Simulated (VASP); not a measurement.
# C (P6_3/mmc) in VASP: single point with PBEsol

Aim: the single point of C with PBEsol.

Program: VASP 6.6.1. These are calculated values, not measurements. Logs are shortened: lines on timing, memory, paths and dates and some standing lists are left out, and cuts for length are marked.

**1. The cell of the first run**

The structure is hexagonal, space group P6_3/mmc (No. 194). The conventional cell has a = 2.459 Å, b = 2.459 Å, c = 7.287 Å, α = 90.00°, β = 90.00°, γ = 120.00°. Within 1.9 Å of C (site symmetry -6m2) lie 3 C at 1.42 Å. Within 1.9 Å of C (site symmetry -6m2) lie 3 C at 1.42 Å.

**2. Single point, PBEsol**

Input file INCAR:

```
PREC = Accurate
ENCUT = 600
EDIFF = 1E-6
ISMEAR = 0
SIGMA = 0.1
LREAL = False
LASPH = True
NELM = 120
ALGO = Normal
ISIF = 2
LWAVE = False
LCHARG = False
GGA = PS
NBANDS = 16
GGA_COMPAT = False
```

Input file KPOINTS:

```
regular mesh
0
Gamma
  6 6 2
```

Input file POSCAR:

```
C
1.0
    2.4587108475      0.0000000000      0.0000000000
   -1.2293554238      2.1293060545      0.0000000000
    0.0000000000      0.0000000000      7.2873610791
C
4
Direct
    0.0000000000      0.0000000000      0.2500000000
    0.0000000000      0.0000000000      0.7500000000
    0.3333333333      0.6666666667      0.2500000000
    0.6666666667      0.3333333333      0.7500000000
```

Potentials or basis: VASP PAW PBE potentials, release 64 (C).

Run with:

```
$ cat potpaw_PBE.64/C/POTCAR > POTCAR
$ mpirun -np 1 vasp_std > vasp.out
```

OUTCAR:

```text
PREC = Accurate
   ENCUT = 600
   EDIFF = 1E-6
   ISMEAR = 0
   LREAL = False
   LASPH = True
   NELM = 120
   ISIF = 2
   GGA = PS

 ion  position               nearest neighbor table
   1  0.000  0.000  0.250-   3 1.42   3 1.42   3 1.42
   2  0.000  0.000  0.750-   4 1.42   4 1.42   4 1.42
   3  0.333  0.667  0.250-   1 1.42   1 1.42   1 1.42
   4  0.667  0.333  0.750-   2 1.42   2 1.42   2 1.42

  LATTYP: Found a hexagonal cell.
 ALAT       =     2.4587108475
 C/A-ratio  =     2.9638951187

  Lattice vectors:

 A1 = (   2.4587108475,   0.0000000000,   0.0000000000)
 A2 = (  -1.2293554238,   2.1293060545,   0.0000000000)
 A3 = (   0.0000000000,   0.0000000000,   7.2873610791)

Analysis of symmetry for initial positions (statically):
=====================================================================
 Subroutine PRICEL returns:
 Original cell was already a primitive cell.

 Routine SETGRP: Setting up the symmetry group for a
 hexagonal supercell.

 Subroutine GETGRP returns: Found 24 space group operations
 (whereof 12 operations were pure point group operations)
 out of a pool of 24 trial point group operations.

The static configuration has the point symmetry D_3d.
 The point group associated with its full space group is D_6h.

Analysis of symmetry for dynamics (positions and initial velocities):
=====================================================================
 Subroutine PRICEL returns:
 Original cell was already a primitive cell.

 Routine SETGRP: Setting up the symmetry group for a
 hexagonal supercell.

 Subroutine GETGRP returns: Found 24 space group operations
 (whereof 12 operations were pure point group operations)
 out of a pool of 24 trial point group operations.

The dynamic configuration has the point symmetry D_3d.
 The point group associated with its full space group is D_6h.

 Subroutine INISYM returns: Found 24 space group operations
 (whereof 12 operations are pure point group operations),
 and found     1 'primitive' translations

----------------------------------------------------------------------------------------

                                     Primitive cell

  volume of cell :      38.1519

  direct lattice vectors                    reciprocal lattice vectors
     2.458710847  0.000000000  0.000000000     0.406717203  0.234818287  0.000000000
    -1.229355424  2.129306055  0.000000000     0.000000000  0.469636574  0.000000000
     0.000000000  0.000000000  7.287361079     0.000000000  0.000000000  0.137223885

  length of vectors
     2.458710847  2.458710848  7.287361079     0.469636574  0.469636574  0.137223885

  position of ions in fractional coordinates (direct lattice)
     0.000000000  0.000000000  0.250000000
     0.000000000  0.000000000  0.750000000
     0.333333333  0.666666667  0.250000000
     0.666666667  0.333333333  0.750000000

  ion indices of the primitive-cell ions
   primitive index   ion index
                 1           1
                 2           2
                 3           3
                 4           4

----------------------------------------------------------------------------------------

 KPOINTS: regular mesh

Automatic generation of k-mesh.
 Grid dimensions read from file:
 generate k-points for:    6    6    2

 Generating k-lattice:

  Cartesian coordinates                     Fractional coordinates (reciprocal lattice)
     0.067786201  0.039136381  0.000000000     0.166666667  0.000000000  0.000000000
     0.000000000  0.078272762  0.000000000     0.000000000  0.166666667  0.000000000
     0.000000000  0.000000000  0.068611943     0.000000000  0.000000000  0.500000000

  Length of vectors
     0.078272762  0.078272762  0.068611943

  Shift w.r.t. Gamma in fractional coordinates (k-lattice)
     0.000000000  0.000000000  0.000000000

 Subroutine IBZKPT returns following result:
 ===========================================

 Found     14 irreducible k-points:

 Following reciprocal coordinates:
            Coordinates               Weight
  0.000000  0.000000  0.000000      1.000000
  0.166667  0.000000  0.000000      6.000000
  0.333333  0.000000  0.000000      6.000000
  0.500000  0.000000  0.000000      3.000000
  0.166667  0.166667  0.000000      6.000000
  0.333333  0.166667  0.000000     12.000000
  0.333333  0.333333  0.000000      2.000000
  0.000000  0.000000  0.500000      1.000000
  0.166667  0.000000  0.500000      6.000000
  0.333333  0.000000  0.500000      6.000000
  0.500000  0.000000  0.500000      3.000000
  0.166667  0.166667  0.500000      6.000000
  0.333333  0.166667  0.500000     12.000000
  0.333333  0.333333  0.500000      2.000000
   k-points           NKPTS =     14   k-points in BZ     NKDIM =     14   number of bands    NBANDS=     16
   number of dos      NEDOS =    301   number of ions     NIONS =      4
   total plane-waves  NPLWV =  24000
   dimension x,y,z NGX =    20 NGY =   20 NGZ =   60
   dimension x,y,z NGXF=    40 NGYF=   40 NGZF=  120
   ions per type =               4
   NGX,Y,Z   is equivalent  to a cutoff of  13.52, 13.52, 13.69 a.u.
   NGXF,Y,Z  is equivalent  to a cutoff of  27.05, 27.05, 27.38 a.u.
 SYSTEM =  unknown system
   PREC   = accura    normal or accurate (medium, high low for compatibility)
   ISTART =      0    job   : 0-new  1-cont  2-samecut
   ICHARG =      2    charge: 1-file 2-atom 10-const
   ISPIN  =      1    spin polarized calculation?
   LNONCOLLINEAR =      F non collinear calculations
   LSORBIT =      F    spin-orbit coupling
   LASPH  =      T    aspherical Exc in radial PAW
   ENCUT  =  600.0 eV  44.10 Ry    6.64 a.u.   4.91  4.91 14.55*2*pi/ulx,y,z
   NELM   =    120;   NELMIN=  2; NELMDL= -5     # of ELM steps
   EDIFF  = 0.1E-05   stopping-criterion for ELM
   LREAL  =      F    real-space projection
   EDIFFG = 0.1E-04   stopping-criterion for IOM
   NSW    =      0    number of steps for IOM
   IBRION =     -1    ionic relax: 0-MD 1-quasi-New 2-CG
   NFREE  =      0    steps in history (QN), initial steepest desc. (CG)
   ISIF   =      2    stress and relaxation
   ISYM   =      2    0-nonsym 1-usesym 2-fastsym
   POTIM  = 0.5000    time-step for ionic-motion
   TEBEG  =    0.0;   TEEND  =   0.0 temperature during run
   PSTRESS=    0.0 pullay stress
   NELECT =      16.0000    total number of electrons
   NUPDOWN=      -1.0000    fix difference up-down
   EMIN   =  10.00;   EMAX   =-10.00  energy-range for DOS
   EFERMI =   0.00;   METHOD = LEGACY
   ISMEAR =     0;   SIGMA  =   0.10  broadening in eV -4-tet -1-fermi 0-gaus
   EFERMI_NEDOS =   21; number of points for ismear=-14 and -15
   IALGO  =     38    algorithm
   IMIX   =      4    mixing-type and parameters
     AMIX     =   0.40;   BMIX     =  1.00
     AMIX_MAG =   1.60;   BMIX_MAG =  1.00
  volume/ion in A,a.u.               =       9.54        64.37
  Fermi-wavevector in a.u.,A,eV,Ry     =   1.225395  2.315661 20.430422  1.501594
  Thomas-Fermi vector in A             =   2.360435
   LORBIT       =      0    0 simple, 1 ext, 2 COOP (PROOUT), +10 PAW based schemes
   GGA     = PS    functional components
   LHFCALC =     F    Hartree Fock is set to
   AEXX    =    0.0000 exact exchange contribution
   IVDW    =     0    specifies the selected vdW correction
   LEPSILON=     F    determine dielectric tensor
   LRPA    =     F    only Hartree local field effects (RPA)
 non-spin polarized calculation
 Gauss-broadening in eV      SIGMA  =   0.10
  energy-cutoff  :      600.00
  volume of cell :       38.15
 maximum number of plane-waves:      1320
 NGX is ok and might be reduce to    20
   NGX =  9   NGY =  9   NGZ = 29

 number of electron      16.0000000 magnetization

 Free energy of the ion-electron system (eV)
  ---------------------------------------------------
  ext. energy  EPLUGINS =         0.00000000
  ---------------------------------------------------
  free energy    TOTEN  =       -38.50158193 eV

  energy without entropy =      -38.49220502  energy(sigma->0) =      -38.49689348

 E-fermi :   3.9479     XC(G=0):  -9.9803

 val. band max:        3.9470371322   @ k =   0.3333   0.3333   0.5000
 cond. band min:       3.9548200002   @ k =   0.3333   0.3333   0.5000
 fundamental gap:      0.0077828681
 Fermi energy:         3.9479373582

 k-point     1 :       0.0000    0.0000    0.0000
  band No.  band energies     occupation
      1     -15.6679      2.00000
      2     -15.5102      2.00000
      3      -4.3671      2.00000
      4      -3.0724      2.00000
      5       0.9592      2.00000
      6       0.9592      2.00000
[... 8 lines left out ...]
     15      15.4657      0.00000
     16      15.5728      0.00000

 k-point     2 :       0.1667    0.0000    0.0000
  band No.  band energies     occupation
      1     -15.0061      2.00000
      2     -14.8555      2.00000
      3      -3.5642      2.00000
      4      -2.3078      2.00000
      5      -1.3502      2.00000
      6      -1.3206      2.00000
[... 8 lines left out ...]
     15      14.8629      0.00000
     16      14.8862      0.00000

 k-point     3 :       0.3333    0.0000    0.0000
  band No.  band energies     occupation
      1     -13.0533      2.00000
      2     -12.9228      2.00000
      3      -5.6948      2.00000
      4      -5.6299      2.00000
      5      -1.8306      2.00000
      6      -1.8079      2.00000
[... 8 lines left out ...]
     15      18.9497      0.00000
     16      20.3019      0.00000

 k-point     4 :       0.5000    0.0000    0.0000
  band No.  band energies     occupation
      1     -10.3033      2.00000
      2     -10.2470      2.00000
      3      -9.3493      2.00000
      4      -9.3059      2.00000
      5      -2.4730      2.00000
      6      -2.4489      2.00000
[... 8 lines left out ...]
     15      17.4170      0.00000
     16      18.3076      0.00000

 k-point     5 :       0.1667    0.1667    0.0000
  band No.  band energies     occupation
      1     -13.6988      2.00000
      2     -13.5618      2.00000
      3      -3.7813      2.00000
      4      -3.7559      2.00000
      5      -2.4800      2.00000
      6      -2.4613      2.00000
[... 8 lines left out ...]
     15      15.5985      0.00000
     16      15.7044      0.00000

 k-point     6 :       0.3333    0.1667    0.0000
  band No.  band energies     occupation
      1     -11.1803      2.00000
      2     -11.0698      2.00000
      3      -7.4773      2.00000
      4      -7.4041      2.00000
      5      -4.1327      2.00000
      6      -4.0897      2.00000
[... 8 lines left out ...]
     15      16.9107      0.00000
     16      17.0080      0.00000

 k-point     7 :       0.3333    0.3333    0.0000
  band No.  band energies     occupation
      1      -8.6426      2.00000
      2      -8.5951      2.00000
      3      -8.5951      2.00000
      4      -8.5494      2.00000
      5      -6.7022      2.00000
      6      -6.7022      2.00000
[... 8 lines left out ...]
     15      16.3063      0.00000
     16      18.7169      0.00000

 k-point     8 :       0.0000    0.0000    0.5000
  band No.  band energies     occupation
      1     -15.5905      2.00000
      2     -15.5905      2.00000
      3      -3.7718      2.00000
      4      -3.7718      2.00000
      5       0.9629      2.00000
      6       0.9629      2.00000
[... 8 lines left out ...]
     15      15.5166      0.00000
     16      15.5166      0.00000

 k-point     9 :       0.1667    0.0000    0.5000
  band No.  band energies     occupation
      1     -14.9322      2.00000
      2     -14.9322      2.00000
      3      -2.9853      2.00000
      4      -2.9853      2.00000
      5      -1.3354      2.00000
      6      -1.3354      2.00000
[... 8 lines left out ...]
     15      14.8744      0.00000
     16      14.8744      0.00000

 k-point    10 :       0.3333    0.0000    0.5000
  band No.  band energies     occupation
      1     -12.9890      2.00000
      2     -12.9890      2.00000
      3      -5.6627      2.00000
      4      -5.6627      2.00000
      5      -1.8192      2.00000
      6      -1.8192      2.00000
[... 8 lines left out ...]
     15      19.6514      0.00000
     16      19.6517      0.00000

 k-point    11 :       0.5000    0.0000    0.5000
  band No.  band energies     occupation
      1     -10.2736      2.00000
      2     -10.2736      2.00000
      3      -9.3304      2.00000
      4      -9.3304      2.00000
      5      -2.4610      2.00000
      6      -2.4610      2.00000
[... 8 lines left out ...]
     15      16.6021      0.00000
     16      16.6021      0.00000

 k-point    12 :       0.1667    0.1667    0.5000
  band No.  band energies     occupation
      1     -13.6314      2.00000
      2     -13.6314      2.00000
      3      -3.7684      2.00000
      4      -3.7684      2.00000
      5      -2.4710      2.00000
      6      -2.4710      2.00000
[... 8 lines left out ...]
     15      15.6438      0.00000
     16      15.6438      0.00000

 k-point    13 :       0.3333    0.1667    0.5000
  band No.  band energies     occupation
      1     -11.1256      2.00000
      2     -11.1256      2.00000
      3      -7.4411      2.00000
      4      -7.4411      2.00000
      5      -4.1115      2.00000
      6      -4.1115      2.00000
[... 8 lines left out ...]
     15      17.3918      0.00000
     16      17.3918      0.00000

 k-point    14 :       0.3333    0.3333    0.5000
  band No.  band energies     occupation
      1      -8.5967      2.00000
      2      -8.5967      2.00000
      3      -8.5947      2.00000
      4      -8.5947      2.00000
      5      -6.7038      2.00000
      6      -6.7038      2.00000
[... 8 lines left out ...]
     15      18.0450      0.00000
     16      18.0496      0.00000

------------------------ aborting loop because EDIFF is reached ----------------------------------------

  FORCE on cell =-STRESS in cart. coord.  units (eV):
  Direction    XX          YY          ZZ          XY          YZ          ZX
  --------------------------------------------------------------------------------------
  -------------------------------------------------------------------------------------
  Total        0.2701094      0.2701094     -0.1534536     -0.0000000      0.0000000     -0.0000000
  in kB       11.3431690     11.3431690     -6.4442426     -0.0000000      0.0000000     -0.0000000
  external PRESSURE =       5.4140318 kB  Pullay stress =       0.0000000 kB

 VOLUME and BASIS-vectors are now :
 -----------------------------------------------------------------------------
  energy-cutoff  :      600.00
  volume of cell :       38.15
      direct lattice vectors                 reciprocal lattice vectors
     2.458710847  0.000000000  0.000000000     0.406717203  0.234818287  0.000000000
    -1.229355424  2.129306055  0.000000000     0.000000000  0.469636574  0.000000000
     0.000000000  0.000000000  7.287361079     0.000000000  0.000000000  0.137223885

 POSITION                                       TOTAL-FORCE (eV/Angst)
 -----------------------------------------------------------------------------------
      0.00000      0.00000      1.82184        -0.000000     -0.000000      0.000000
      0.00000      0.00000      5.46552        -0.000000      0.000000      0.000000
     -0.00000      1.41954      1.82184        -0.000000     -0.000000     -0.000000
      1.22936      0.70977      5.46552         0.000000      0.000000      0.000000
 -----------------------------------------------------------------------------------
    total drift:                               -0.000000      0.000000      0.000000

  FREE ENERGIE OF THE ION-ELECTRON SYSTEM (eV)
  ---------------------------------------------------
  free  energy   TOTEN  =       -38.5015819343 eV

  energy  without entropy=      -38.4922050248  energy(sigma->0) =      -38.49689348
```

Run time: 8.2 s. Hardware: 1 thread of Intel Xeon Platinum 8488C (Sapphire Rapids), shared host; peak memory 0.15 GiB.

What came out:

* Free energy: -38.5016 eV
* Pressure: 0.5 GPa
* Band gap on the k mesh: zero (filled and empty bands overlap)

Levels at points of the mesh, in eV from the Fermi level:
```csv
k point,band 6,band 7,band 8,band 9,band 10,band 11
"(0.00, 0.00, 0.00)",-2.99,-2.98,-2.98,3.49,8.35,8.35
"(0.50, 0.00, 0.00)",-6.40,-2.62,-2.18,1.47,1.98,7.34
"(0.00, 0.00, 0.50)",-2.99,-2.99,-2.99,5.56,5.56,8.36
"(0.50, 0.00, 0.50)",-6.41,-2.38,-2.38,1.63,1.63,7.44
```

Caveat: the k points lie up to 0.49 Å⁻¹ apart; the PAW data sets were made with another functional, which shifts forces and pressure a little; this functional lacks dispersion, which binds the layers, so the pressure and a relaxed spacing across them are unreliable.
